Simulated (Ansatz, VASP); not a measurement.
## SiGe2: VASP beside Ansatz

```xyz
3
Lattice="4.8772 0.0000 0.0000 -2.4386 4.2238 0.0000 0.0000 0.0000 2.6094" Properties=species:S:1:pos:R:3 pbc="T T T"
Si    0.0000    0.0000    1.3047
Ge    0.0000    2.8159    1.3047
Ge    2.4386    1.4079    1.3047
```

Alike in both runs: functional PBE; k mesh 12 × 12 × 18; occupations gaussian, width 0.1 eV; no spin polarisation.

Ansatz relaxed the structure, and its values are those at the end. VASP's run is a single point on that final structure, the one shown.

```csv
,VASP,Ansatz
version,VASP 6.6.1,Ansatz 0.2.0
potentials or method,"VASP PAW PBE potentials, release 64 (Si, Ge_d), cutoff 520 eV","scalar-relativistic, plane waves, PAW"
valence electrons in the cell,32,32
```

```csv
,VASP,Ansatz,Ansatz less VASP
gap on the k mesh at the Fermi level (eV),none,none,-
pressure (GPa),0.0,0.0,-0.04
```

A gap of «none» marks a metal or a gap that the smearing closes.
